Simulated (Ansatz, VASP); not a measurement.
# MnSb in VASP and in Ansatz

The input POSCAR:

```
MnSb
1.0
    0.0000000000      2.7950160000      2.7950160000
    2.7950160000      0.0000000000      2.7950160000
    2.7950160000      2.7950160000      0.0000000000
Sb Mn
1 1
Direct
    0.5000000000      0.5000000000      0.5000000000
    0.0000000000      0.0000000000      0.0000000000
```

Contents of INCAR.step1:

```
ALGO = Normal ; EDIFF = 1E-5
ENCUT = 520 ; GGA = PE
ISIF = 2 ; ISMEAR = -1
ISPIN = 2 ; LASPH = T
LCHARG = F ; LMAXMIX = 4
LORBIT = 11 ; LREAL = F
LWAVE = T ; MAGMOM = 0 4
NBANDS = 20 ; NELM = 150
PREC = Accurate ; SIGMA = 0.05
```

INCAR.step2

```
AEXX = 0.1 ; ALGO = Normal
EDIFF = 1E-6 ; ENCUT = 520
GGA = PE ; HFSCREEN = 0.2
ISIF = 2 ; ISMEAR = -1
ISPIN = 2 ; ISTART = 1
LASPH = T ; LCHARG = F
LHFCALC = T ; LMAXMIX = 4
LORBIT = 11 ; LREAL = F
LWAVE = F ; MAGMOM = 0 4
NBANDS = 20 ; NELM = 150
PREC = Accurate ; PRECFOCK = Normal
SIGMA = 0.05
```

The input KPOINTS:

```
k-points
0
Gamma
  4 4 4
```

Contents of input.yaml:

```yaml
crystal:
  lattice:
    - [0.0, 2.795016, 2.795016]
    - [2.795016, 0.0, 2.795016]
    - [2.795016, 2.795016, 0.0]
  atoms:
    - { symbol: Sb, position: [0.5, 0.5, 0.5] }
    - { symbol: Mn, position: [0.0, 0.0, 0.0], spin: 4.0 }
hamiltonian:
  xc: { exchange: pbe, correlation: pbe, exx: { coeff: 0.1, omega: 0.2 } }
  pseudopotentials: { kind: paw }
magnetization:
  spin_polarized: true
kpoints:
  mp_grid: { grid: [4, 4, 4] }
scf:
  occupations: { method: fermi_dirac, width: 0.05 }
output:
  forces: true
  stress: true
  eigenvalues: true
```

Alike in both runs: task single point; functional PBE-based screened hybrid; k mesh 4 × 4 × 4; occupations fermi-dirac, width 0.05 eV; collinear spin.

|  | VASP | Ansatz |
| --- | --- | --- |
| version | VASP 6.6.1 | Ansatz 0.2.0 |
| potentials or method | VASP PAW PBE potentials, release 64 (Sb, Mn_pv) | Ansatz PAW |
| plane-wave cutoff (eV) | 520 | 420 |
| valence electrons in the cell | 18 | 30 |

```csv
,VASP,Ansatz,Ansatz less VASP
gap on the k mesh at the Fermi level (eV),none,none,-
pressure (GPa),2.4,2.6,+0.11
net moment per atom (μB),2.00,2.00,0.000
size of the moment on the site where the two differ most (μB),4.03,4.07,+0.036
```

VASP's potentials were made for PBE, not for PBE-based screened hybrid. Site moments also hang on the region over which each program counts them. A gap of «none» marks a metal or a gap that the smearing closes. With one functional, cell and mesh, what is left measures potentials, basis and numerics. VASP's potentials hold 18 valence electrons a cell and Ansatz's 30, so a difference there can come from the potentials and not from the codes.

The k mesh is coarse, so the values compare programs but aren't converged. Spin-orbit coupling is off throughout. Noted on Ansatz's run: the magnetic or orbital state may not be the lowest.
